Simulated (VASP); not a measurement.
# Rh (P6_3/mmc) in VASP: a series of runs, part 2 of 2

VASP 6.6.1. Earlier steps stand in the parts before.

### Step 5. Single point, PBEsol

This run uses another cell than the first one, of the same volume but with other edges.

File INCAR:

```
SYSTEM = Rh
PREC     = Accurate       ! precision mode
ENCUT    = 520            ! plane-wave cutoff, eV
EDIFF    = 1E-7           ! SCF threshold, eV
ISMEAR   = 0              ! smearing method
SIGMA    = 0.15           ! smearing width, eV
LREAL    = .False.        ! projectors in reciprocal space
LASPH    = .True.         ! aspherical terms in the spheres
NELM     = 60             ! most SCF steps
ALGO     = Fast           ! electronic algorithm
ISIF     = 2              ! what is computed and relaxed
LWAVE    = .False.        ! write WAVECAR
LCHARG   = .False.        ! write CHGCAR
GGA      = PS             ! functional
NBANDS   = 22             ! bands
```

File KPOINTS:

```
Automatic mesh
0
Gamma
  30 30 16
  0 0 0
```

File POSCAR:

```
Rh
1.0
    2.6046574421      0.0000000000      0.0000000000
   -1.3023287210      2.2556995130      0.0000000000
    0.0000000000      0.0000000000      4.6130136547
Rh
2
Direct
    0.6666666667      0.3333333333      0.7500000000
    0.3333333333      0.6666666667      0.2500000000
```

Potentials or basis: VASP PAW PBE potentials, release 64 (Rh_pv).

The run is started by

```console
> cat potpaw_PBE.64/Rh_pv/POTCAR > POTCAR
> mpirun -np 1 vasp_std > vasp.out
```

OUTCAR:

```text
SYSTEM = Rh
   PREC = Accurate
   ENCUT = 520
   EDIFF = 1E-7
   ISMEAR = 0
   LREAL = .False.
   LASPH = .True.
   NELM = 60
   ISIF = 2
   GGA = PS

 ion  position               nearest neighbor table
   1  0.667  0.333  0.750-   2 2.75   2 2.75   2 2.75   2 2.75   2 2.75   2 2.75
   2  0.333  0.667  0.250-   1 2.75   1 2.75   1 2.75   1 2.75   1 2.75   1 2.75

  LATTYP: Found a hexagonal cell.
 ALAT       =     2.6046574421
 C/A-ratio  =     1.7710634727

  Lattice vectors:

 A1 = (   2.6046574421,   0.0000000000,   0.0000000000)
 A2 = (  -1.3023287210,   2.2556995130,   0.0000000000)
 A3 = (   0.0000000000,   0.0000000000,   4.6130136547)

Analysis of symmetry for initial positions (statically):
=====================================================================
 Subroutine PRICEL returns:
 Original cell was already a primitive cell.

 Routine SETGRP: Setting up the symmetry group for a
 hexagonal supercell.

 Subroutine GETGRP returns: Found 24 space group operations
 (whereof 12 operations were pure point group operations)
 out of a pool of 24 trial point group operations.

The static configuration has the point symmetry D_3d.
 The point group associated with its full space group is D_6h.
[... 161 lines left out ...]

  energy without entropy =      -16.03604911  energy(sigma->0) =      -16.05282075

 E-fermi :  12.0380     XC(G=0): -14.3020

 val. band max:       12.0377273362   @ k =   0.3333   0.0333   0.1250
 cond. band min:      12.0388176212   @ k =   0.4000   0.0333   0.3125
 fundamental gap:      0.0010902849
 Fermi energy:        12.0380438208

 k-point     1 :       0.0000    0.0000    0.0000
  band No.  band energies     occupation
      1     -34.9470      2.00000
      2     -34.3602      2.00000
      3     -34.3602      2.00000
      4     -34.3267      2.00000
      5     -34.2945      2.00000
      6     -34.2945      2.00000
[... 589 lines left out ...]
     21      28.7393      0.00000
     22      29.3448      0.00000

 [... further k-points ...]

------------------------ aborting loop because EDIFF is reached ----------------------------------------

  FORCE on cell =-STRESS in cart. coord.  units (eV):
  Direction    XX          YY          ZZ          XY          YZ          ZX
  --------------------------------------------------------------------------------------
  -------------------------------------------------------------------------------------
  Total        2.0096051      2.0096051     -2.7635182      0.0000000      0.0000000      0.0000000
  in kB      118.7967922    118.7967922   -163.3639797      0.0000000      0.0000000      0.0000000
  external PRESSURE =      24.7432016 kB  Pullay stress =       0.0000000 kB

 VOLUME and BASIS-vectors are now :
 -----------------------------------------------------------------------------
  energy-cutoff  :      520.00
  volume of cell :       27.10
      direct lattice vectors                 reciprocal lattice vectors
     2.604657442  0.000000000  0.000000000     0.383927646  0.221660730  0.000000000
    -1.302328721  2.255699513  0.000000000     0.000000000  0.443321459  0.000000000
     0.000000000  0.000000000  4.613013655     0.000000000  0.000000000  0.216778027

 POSITION                                       TOTAL-FORCE (eV/Angst)
 -----------------------------------------------------------------------------------
      1.30233      0.75190      3.45976        -0.000000      0.000000      0.000000
     -0.00000      1.50380      1.15325         0.000000     -0.000000      0.000000
 -----------------------------------------------------------------------------------
    total drift:                               -0.000000      0.000000     -0.000000

  FREE ENERGIE OF THE ION-ELECTRON SYSTEM (eV)
  ---------------------------------------------------
  free  energy   TOTEN  =       -16.0695923796 eV

  energy  without entropy=      -16.0360491119  energy(sigma->0) =      -16.05282075
```

OSZICAR:

```text
N       E                     dE             d eps       ncg     rms          rms(c)
DAV:   1     0.327083709611E+03    0.32708E+03   -0.19019E+04 36146   0.159E+03
DAV:   2    -0.101156136149E+02   -0.33720E+03   -0.32527E+03 37512   0.476E+02
DAV:   3    -0.172246584305E+02   -0.71090E+01   -0.70706E+01 42396   0.780E+01
DAV:   4    -0.172708686483E+02   -0.46210E-01   -0.46206E-01 40178   0.633E+00
DAV:   5    -0.172715870878E+02   -0.71844E-03   -0.71843E-03 42690   0.815E-01    0.165E+01
RMM:   6    -0.161176790160E+02    0.11539E+01   -0.25532E+00 37199   0.135E+01    0.552E+00
RMM:   7    -0.160778939660E+02    0.39785E-01   -0.13333E-01 38226   0.291E+00    0.223E+00
RMM:   8    -0.160710297756E+02    0.68642E-02   -0.29006E-02 39729   0.168E+00    0.521E-01
RMM:   9    -0.160695576777E+02    0.14721E-02   -0.36174E-03 42492   0.567E-01    0.207E-02
RMM:  10    -0.160695913708E+02   -0.33693E-04   -0.38292E-04 42818   0.200E-01    0.181E-02
RMM:  11    -0.160695930686E+02   -0.16978E-05   -0.41175E-05 44895   0.649E-02    0.906E-03
RMM:  12    -0.160695918527E+02    0.12159E-05   -0.10697E-05 44984   0.287E-02    0.249E-03
RMM:  13    -0.160695923808E+02   -0.52809E-06   -0.28256E-06 46266   0.153E-02    0.160E-03
RMM:  14    -0.160695926323E+02   -0.25153E-06   -0.79084E-07 42129   0.890E-03    0.278E-03
RMM:  15    -0.160695923717E+02    0.26061E-06   -0.32616E-07 30013   0.580E-03    0.452E-04
RMM:  16    -0.160695923796E+02   -0.79708E-08   -0.95473E-08 23823   0.273E-03
   1 F= -.16069592E+02 E0= -.16052821E+02  d E =-.335433E-01
```

stdout:

```text
POSCAR found type information on POSCAR Rh
 POSCAR found :  1 types and       2 ions
 scaLAPACK will be used
 -----------------------------------------------------------------------------
|                                                                             |
|                                                                             |
|     You enforced a specific xc type in the INCAR file but a different       |
|     I HOPE YOU KNOW WHAT YOU ARE DOING!                                     |
|                                                                             |
 -----------------------------------------------------------------------------

 LDA part: xc-table for (Slater+PW92), standard interpolation
 POSCAR, INCAR and KPOINTS ok, starting setup
 FFT: planning ... GRIDC
 FFT: planning ... GRID_SOFT
 FFT: planning ... GRID
 WAVECAR not read
 entering main loop
WARNING in EDDRMM: call to ZHEGV failed, returncode =   8  4     22
WARNING in EDDRMM: call to ZHEGV failed, returncode =   8  4     22
WARNING in EDDRMM: call to ZHEGV failed, returncode =   8  4     22
WARNING in EDDRMM: call to ZHEGV failed, returncode =   8  4     22
WARNING in EDDRMM: call to ZHEGV failed, returncode =   8  4     22
```

Wall time 6.9 min (1 thread of Intel Xeon 6975P-C (Granite Rapids), shared host); peak memory 0.45 GiB.

Results:

| Item | Value |
| --- | --- |
| Free energy | -16.0696 eV |
| Pressure | 2.5 GPa |
| Band gap on the k mesh | zero (bands 15 and 16 overlap by 2.77 eV) |

Levels at points of the mesh, in eV from the Fermi level:
```
           k point  band 11  band 12  band 13  band 14  band 15  band 16  band 17  band 18  band 19  band 20
(0.00, 0.00, 0.00)    -3.06    -2.68    -2.68    -1.24    -1.24    -0.15     0.29     0.29     7.48    16.45
(0.50, 0.00, 0.00)    -2.68    -2.50    -1.84     0.46     0.98     1.16     3.31     5.50    10.16    10.46
(0.00, 0.00, 0.50)    -3.03    -3.03    -3.03    -3.03    -0.27    -0.27    -0.27    -0.27    13.60    13.60
(0.50, 0.00, 0.50)    -1.33    -1.33    -0.25    -0.25     1.08     1.08     2.80     2.80     9.80     9.80
```

Caveat: the stress differs along the axes, from -16 to 12 GPa; the PAW data sets were made with another functional, which shifts forces and pressure a little.

### Step 6. Single point, PBEsol

This run uses another cell than the first one, of the same volume but with other edges.

File INCAR:

```
SYSTEM = Rh
PREC = Accurate ; ENCUT = 520
EDIFF = 1E-6 ; ISMEAR = 0
SIGMA = 0.15 ; LREAL = .FALSE.
LASPH = .TRUE. ; NELM = 60
ALGO = Fast ; ISIF = 2
LWAVE = .FALSE. ; LCHARG = .FALSE.
GGA = PS ; NBANDS = 22
```

File KPOINTS:

```
regular mesh
0
G
  30 30 16
  0 0 0
```

File POSCAR:

```
Rh
1.0
    2.7255726636      0.0000000000      0.0000000000
   -1.3627863318      2.3604151666      0.0000000000
    0.0000000000      0.0000000000      4.2127960904
Rh
2
Direct
    0.6666666667      0.3333333333      0.7500000000
    0.3333333333      0.6666666667      0.2500000000
```

Potentials or basis: VASP PAW PBE potentials, release 64 (Rh_pv).

The run is started by

```console
> cat potpaw_PBE.64/Rh_pv/POTCAR > POTCAR
> mpirun -np 1 vasp_std > vasp.out
```

Wall time 5.2 min (1 thread of Intel Xeon 6975P-C (Granite Rapids), shared host); peak memory 0.45 GiB.

The run converged. Its results:

```yaml
Free_energy: -16.1827 eV
Pressure: 0.9 GPa
Band_gap_on_the_k_mesh: zero (bands 15 and 16 overlap by 2.39 eV)
```

Stress tensor (GPa, compression positive):
```
-3.25  0.00  0.00
 0.00 -3.25  0.00
 0.00  0.00  9.08
```

Levels at points of the mesh, in eV from the Fermi level:
| k point | band 12 | band 13 | band 14 | band 15 | band 16 | band 17 | band 18 | band 19 |
| --- | --- | --- | --- | --- | --- | --- | --- | --- |
| (0.00, 0.00, 0.00) | -2.53 | -2.53 | -2.31 | -2.31 | 0.11 | 0.11 | 1.09 | 9.37 |
| (0.50, 0.00, 0.00) | -2.43 | -2.13 | 0.20 | 0.60 | 0.79 | 2.91 | 4.99 | 10.48 |
| (0.00, 0.00, 0.50) | -3.39 | -3.15 | -3.15 | -0.44 | -0.44 | -0.44 | -0.44 | 14.98 |
| (0.50, 0.00, 0.50) | -1.91 | -0.39 | -0.39 | 0.45 | 0.45 | 2.58 | 2.58 | 9.31 |

Caveat: the stress differs along the axes, from -3 to 9 GPa; the PAW data sets were made with another functional, which shifts forces and pressure a little.

### Step 7. Single point, PBEsol

This run uses another cell than the first one, of the same volume but with other edges.

File INCAR:

```
PREC = Accurate
ENCUT = 520
EDIFF = 1E-7
ISMEAR = 0
SIGMA = 0.15
LREAL = False
LASPH = True
NELM = 100
ALGO = Fast
ISIF = 2
LWAVE = False
LCHARG = True
GGA = PS
LELF = True
LVHAR = True
NBANDS = 22
```

File KPOINTS:

```
Automatic mesh
0
Gamma
  30 30 16
```

File POSCAR:

```
Rh
1.0
    2.6453617892      0.0000000000      0.0000000000
   -1.3226808946      2.2909505117      0.0000000000
    0.0000000000      0.0000000000      4.4721443809
Rh
2
Direct
    0.6666666667      0.3333333333      0.7500000000
    0.3333333333      0.6666666667      0.2500000000
```

Potentials or basis: VASP PAW PBE potentials, release 64 (Rh_pv).

The run is started by

```console
> cat potpaw_PBE.64/Rh_pv/POTCAR > POTCAR
> mpirun -np 1 vasp_std > vasp.out
```

OUTCAR:

```text
PREC = Accurate
   ENCUT = 520
   EDIFF = 1E-7
   ISMEAR = 0
   LREAL = False
   LASPH = True
   NELM = 100
   ISIF = 2
   GGA = PS

 ion  position               nearest neighbor table
   1  0.667  0.333  0.750-   2 2.71   2 2.71   2 2.71   2 2.71   2 2.71   2 2.71
   2  0.333  0.667  0.250-   1 2.71   1 2.71   1 2.71   1 2.71   1 2.71   1 2.71

  LATTYP: Found a hexagonal cell.
 ALAT       =     2.6453617892
 C/A-ratio  =     1.6905605877

  Lattice vectors:

 A1 = (   2.6453617892,   0.0000000000,   0.0000000000)
 A2 = (  -1.3226808946,   2.2909505117,   0.0000000000)
 A3 = (   0.0000000000,   0.0000000000,   4.4721443809)

Analysis of symmetry for initial positions (statically):
=====================================================================
 Subroutine PRICEL returns:
 Original cell was already a primitive cell.

 Routine SETGRP: Setting up the symmetry group for a
 hexagonal supercell.

 Subroutine GETGRP returns: Found 24 space group operations
 (whereof 12 operations were pure point group operations)
 out of a pool of 24 trial point group operations.

[... 162 lines left out ...]
  free energy    TOTEN  =       -16.17769823 eV

  energy without entropy =      -16.14237329  energy(sigma->0) =      -16.16003576

 E-fermi :  12.0826     XC(G=0): -14.3084

 val. band max:       12.0822053369   @ k =   0.3000   0.2000   0.3750
 cond. band min:      12.0831919857   @ k =   0.4333   0.0667   0.3750
 fundamental gap:      0.0009866488
 Fermi energy:        12.0826118723

 k-point     1 :       0.0000    0.0000    0.0000
  band No.  band energies     occupation
      1     -35.0343      2.00000
      2     -34.3958      2.00000
      3     -34.3958      2.00000
      4     -34.3261      2.00000
      5     -34.3084      2.00000
      6     -34.3084      2.00000
[... 589 lines left out ...]
     21      28.7177      0.00000
     22      28.7801      0.00000

 [... further k-points ...]

------------------------ aborting loop because EDIFF is reached ----------------------------------------

  FORCE on cell =-STRESS in cart. coord.  units (eV):
  Direction    XX          YY          ZZ          XY          YZ          ZX
  --------------------------------------------------------------------------------------
  -------------------------------------------------------------------------------------
  Total        0.8433246      0.8433246     -1.4290396      0.0000000     -0.0000000      0.0000000
  in kB       49.8527052     49.8527052    -84.4769548      0.0000000     -0.0000000      0.0000000
  external PRESSURE =       5.0761518 kB  Pullay stress =       0.0000000 kB

 VOLUME and BASIS-vectors are now :
 -----------------------------------------------------------------------------
  energy-cutoff  :      520.00
  volume of cell :       27.10
      direct lattice vectors                 reciprocal lattice vectors
     2.645361789  0.000000000  0.000000000     0.378020127  0.218250022  0.000000000
    -1.322680895  2.290950512  0.000000000     0.000000000  0.436500044  0.000000000
     0.000000000  0.000000000  4.472144381     0.000000000  0.000000000  0.223606376

 POSITION                                       TOTAL-FORCE (eV/Angst)
 -----------------------------------------------------------------------------------
      1.32268      0.76365      3.35411        -0.000000      0.000000      0.000000
     -0.00000      1.52730      1.11804         0.000000     -0.000000      0.000000
 -----------------------------------------------------------------------------------
    total drift:                               -0.000000      0.000000     -0.000000

  FREE ENERGIE OF THE ION-ELECTRON SYSTEM (eV)
  ---------------------------------------------------
  free  energy   TOTEN  =       -16.1776982250 eV

  energy  without entropy=      -16.1423732913  energy(sigma->0) =      -16.16003576
```

OSZICAR:

```text
N       E                     dE             d eps       ncg     rms          rms(c)
DAV:   1     0.325829461636E+03    0.32583E+03   -0.19014E+04 36164   0.159E+03
DAV:   2    -0.101250795127E+02   -0.33595E+03   -0.32394E+03 37402   0.476E+02
DAV:   3    -0.173556864475E+02   -0.72306E+01   -0.71915E+01 42306   0.785E+01
DAV:   4    -0.174028214834E+02   -0.47135E-01   -0.47130E-01 40140   0.639E+00
DAV:   5    -0.174035519587E+02   -0.73048E-03   -0.73047E-03 42630   0.824E-01    0.164E+01
RMM:   6    -0.162259393759E+02    0.11776E+01   -0.26065E+00 37165   0.137E+01    0.539E+00
RMM:   7    -0.161861199366E+02    0.39819E-01   -0.13280E-01 38239   0.291E+00    0.220E+00
RMM:   8    -0.161793187970E+02    0.68011E-02   -0.29775E-02 39682   0.171E+00    0.546E-01
RMM:   9    -0.161776691516E+02    0.16496E-02   -0.38298E-03 42569   0.582E-01    0.255E-02
RMM:  10    -0.161776972561E+02   -0.28104E-04   -0.37362E-04 42663   0.201E-01    0.182E-02
RMM:  11    -0.161776990985E+02   -0.18424E-05   -0.39011E-05 44459   0.679E-02    0.840E-03
RMM:  12    -0.161776976878E+02    0.14106E-05   -0.97746E-06 44041   0.322E-02    0.243E-03
RMM:  13    -0.161776981562E+02   -0.46837E-06   -0.29981E-06 47163   0.168E-02    0.129E-03
RMM:  14    -0.161776979390E+02    0.21721E-06   -0.51061E-07 34959   0.736E-03    0.226E-03
RMM:  15    -0.161776982288E+02   -0.28980E-06   -0.11357E-07 25896   0.344E-03    0.483E-04
RMM:  16    -0.161776982250E+02    0.37917E-08   -0.23600E-08 23879   0.132E-03
   1 F= -.16177698E+02 E0= -.16160036E+02  d E =-.353249E-01
```

Run time: 7.3 min. Hardware: 1 thread of Intel Xeon 6975P-C (Granite Rapids), shared host; peak memory 0.46 GiB.

What came out:

| Property | Result |
| --- | --- |
| Free energy | -16.1777 eV |
| Pressure | 0.5 GPa |
| Band gap on the k mesh | zero (bands 15 and 16 overlap by 2.66 eV) |

Caveat: the stress differs along the axes, from -8 to 5 GPa; the PAW data sets were made with another functional, which shifts forces and pressure a little.

### Step 8. The runs side by side

| cell | further INCAR settings | gap on the mesh (eV) | pressure (GPa) |
| --- | --- | --- | --- |
| a = 2.838, b = 2.838, c = 3.885 Å, angles 90.0, 90.0, 120.0°, 2 atoms | ALGO = Fast; EDIFF = 1e-06; NBANDS = 22 | none | 8.6 |
| a = 2.530, b = 2.530, c = 4.889 Å, angles 90.0, 90.0, 120.0°, 2 atoms | ALGO = Fast; EDIFF = 1e-06; NBANDS = 22 | none | 10.9 |
| a = 2.765, b = 2.765, c = 4.095 Å, angles 90.0, 90.0, 120.0°, 2 atoms | ALGO = Fast; EDIFF = 1e-07; NBANDS = 22 | none | 2.8 |
| a = 2.605, b = 2.605, c = 4.613 Å, angles 90.0, 90.0, 120.0°, 2 atoms | ALGO = Fast; EDIFF = 1e-07; NBANDS = 22 | none | 2.5 |
| a = 2.726, b = 2.726, c = 4.213 Å, angles 90.0, 90.0, 120.0°, 2 atoms | ALGO = Fast; EDIFF = 1e-06; NBANDS = 22 | none | 0.9 |
| a = 2.645, b = 2.645, c = 4.472 Å, angles 90.0, 90.0, 120.0°, 2 atoms | ALGO = Fast; EDIFF = 1e-07; NBANDS = 22 | none | 0.5 |

Alike in all rows: task single point; level PBEsol; potentials or basis VASP PAW PBE potentials, release 64 (Rh_pv); no spin polarisation; k mesh 30 × 30 × 16; cutoff (eV) 520; smearing gaussian 0.15 eV.

Caveats: the PAW data sets were made with another functional, which shifts forces and pressure a little; the stress differs along the axes, from -5 to 35 GPa (at least some runs); the stress differs along the axes, from -29 to 31 GPa (at least some runs); the stress differs along the axes, from -5 to 18 GPa (at least some runs); the stress differs along the axes, from -16 to 12 GPa (at least some runs); the stress differs along the axes, from -3 to 9 GPa (at least some runs); the stress differs along the axes, from -8 to 5 GPa (at least some runs).

Total energies depend on the potentials used, so only differences within one code and one set of settings carry meaning.
